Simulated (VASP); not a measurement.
Write the native input for VASP 6.6.1 that does the following.

| Quantity | Value |
| --- | --- |
| Task | relaxation of cell and atoms |
| Functional | PBE |
| Potentials or basis | VASP PAW PBE potentials, release 64 (Cs_sv, Ge_d) |
| Cutoff | 600 eV |
| k mesh | 6 × 6 × 4 |
| Occupations | gaussian, width 0.1 eV |
| Spin | no spin polarisation |
| Dipole correction | no |
| Further INCAR settings | ALGO = Normal; EDIFF = 1e-06; IBRION = 2; EDIFFG = -0.04; NSW = 90; ISIF = 3 |

The structure of CsGe3 lies in POSCAR:

```
CsGe3
1.0
    5.5382232000      0.0000000000      0.0000000000
   -2.7691116000      4.7962419800      0.0000000000
    0.0000000000      0.0000000000      4.0571121800
Cs Ge
1 3
Direct
    0.0000000000      0.0000000000      0.0000000000
    0.5000000000      0.0000000000      0.0000000000
    0.0000000000      0.5000000000      0.0000000000
    0.5000000000      0.5000000000      0.0000000000
```

The cell was generated, and may not be a known phase.

The input as run:

INCAR

```
  ALGO = Normal
  EDIFF = 1E-6
  EDIFFG = -0.04
  ENCUT = 600
  GGA = PE
  IBRION = 2
  ISIF = 3
  ISMEAR = 0
  LASPH = T
  LCHARG = F
  LREAL = F
  LWAVE = F
  NELM = 60
  NSW = 90
  PREC = Accurate
  SIGMA = 0.1
```

KPOINTS

```
k-points
0
Gamma
  6 6 4
```

Potentials or basis: VASP PAW PBE potentials, release 64 (Cs_sv, Ge_d).

Command:

```sh
$ cat potpaw_PBE.64/Cs_sv/POTCAR potpaw_PBE.64/Ge_d/POTCAR > POTCAR
$ mpirun -np 1 vasp_std > vasp.out
```

Results of the run:

| Property | Result |
| --- | --- |
| Relaxed volume | 29.44 Å³/atom |
| Relaxed cell | a = 6.854 Å, b = 6.854 Å, c = 2.894 Å, α = 90.00°, β = 90.00°, γ = 120.00° |
| Space group after relaxing (to 0.1 Å) | P6/mmm (No. 191) |
| Energy gained by relaxing | 734.3 meV/atom |
| Ionic steps | 22 |
| Pressure after relaxing | 0.0 GPa |
| Band gap on the k mesh | zero (an odd number of electrons rules out a gap without spin polarisation) |

Caveat: the k points lie up to 0.54 Å⁻¹ apart in the final cell, too coarse for converged energies and pressures of a metal; a cell axis changed by over 15 % at a fixed basis, so the end point is rough; spin-orbit coupling is left out, which moves the levels of the heavy elements; an odd number of electrons without spin polarisation forces a metal; a magnetic or distorted state may lie lower.

It took 26 min on 1 thread of Oxide Virtual Turin-like Processor (shared host), peak memory 0.28 GiB.
